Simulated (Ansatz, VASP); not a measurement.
# SnO2: VASP beside Ansatz

```xyz
6
Lattice="4.9713 0.0000 0.0000 0.0000 4.6835 0.0000 0.0000 0.0000 3.2382" Properties=species:S:1:pos:R:3 pbc="T T T"
Sn    2.4857    2.3418    1.6191
Sn    0.0000    0.0000    0.0000
O     1.5237    1.4363    0.0000
O     4.0093    0.9055    1.6191
O     0.9620    3.7780    1.6191
O     3.4476    3.2473    0.0000
```

Change from the starting cell: strain +0.0300 x Voigt [1, -1, 0, 0, 0, 0], atoms carried along.

Alike in both runs: task single point; functional PBE; k mesh 6 × 6 × 8; occupations gaussian, width 0.05 eV; no spin polarisation.

|  | VASP | Ansatz |
| --- | --- | --- |
| version | VASP 6.6.1 | Ansatz 0.2.0 |
| potentials or method | VASP PAW PBE potentials, release 64 (Sn_d, O), cutoff 520 eV | scalar-relativistic, plane waves, PAW |
| valence electrons in the cell | 52 | 52 |

|  | VASP | Ansatz | Ansatz less VASP |
| --- | --- | --- | --- |
| gap on the k mesh at the Fermi level (eV) | 0.66 | 0.67 | +0.012 |
| least direct gap on the mesh (eV) | 0.66 | 0.67 | +0.012 |
| pressure (GPa) | 0.6 | 0.0 | -0.60 |
| traceless stress, the component that is largest in VASP (GPa) | -2.52 | -2.46 | +0.065 |
| rms of the force components (eV/Å) | 0.020 | 0.021 | +0.0016 |

Atom by atom the forces differ by 0.008 eV/Å (rms over components).
